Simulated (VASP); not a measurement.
# ZrB2: single point with PBEsol

ZrB2:

```xyz
3
Lattice="3.1964 0.0000 0.0000 -1.5982 2.7682 0.0000 0.0000 0.0000 3.5529" Properties=species:S:1:pos:R:3 pbc="T T T"
Zr    0.0000    0.0000    0.0000
B     0.0000    1.8454    1.7765
B     1.5982    0.9227    1.7765
```

```json
{
  "Program": "VASP 6.6.1",
  "Task": "single point",
  "Functional": "PBEsol",
  "Potentials or basis": "VASP PAW PBE potentials, release 64 (Zr_sv, B)",
  "Cutoff": "520 eV",
  "k mesh": "18 × 18 × 12",
  "Occupations": "gaussian, width 0.15 eV",
  "Spin": "no spin polarisation"
}
```

| Property | Result |
| --- | --- |
| Pressure | -8.8 GPa |
| Band gap on the k mesh | zero (bands 9 and 10 overlap by 1.20 eV) |

Stress tensor (GPa, compression positive):
```
-9.08  0.00  0.00
 0.00 -9.08  0.00
 0.00  0.00 -8.31
```

Levels at points of the mesh, in eV from the Fermi level:
| k point | band 6 | band 7 | band 8 | band 9 | band 10 | band 11 | band 12 | band 13 |
| --- | --- | --- | --- | --- | --- | --- | --- | --- |
| (0.00, 0.00, 0.00) | -2.63 | -2.63 | -2.60 | -2.34 | 3.26 | 3.26 | 4.07 | 4.07 |
| (0.50, 0.00, 0.00) | -8.48 | -3.84 | -3.05 | -2.68 | 2.19 | 2.20 | 4.75 | 4.83 |
| (0.00, 0.00, 0.50) | -6.94 | -0.97 | -0.97 | 0.24 | 0.24 | 0.71 | 0.71 | 1.78 |
| (0.50, 0.00, 0.50) | -6.96 | -4.58 | -4.10 | -2.07 | 3.61 | 3.93 | 5.12 | 6.07 |

It took 50 s on 1 thread of Intel(R) Xeon(R) Platinum 8559C (Emerald Rapids), with other jobs on the host, peak memory 0.24 GiB.

Caveat: the cell stands under tension; the PAW data sets were made with another functional, which shifts forces and pressure a little.
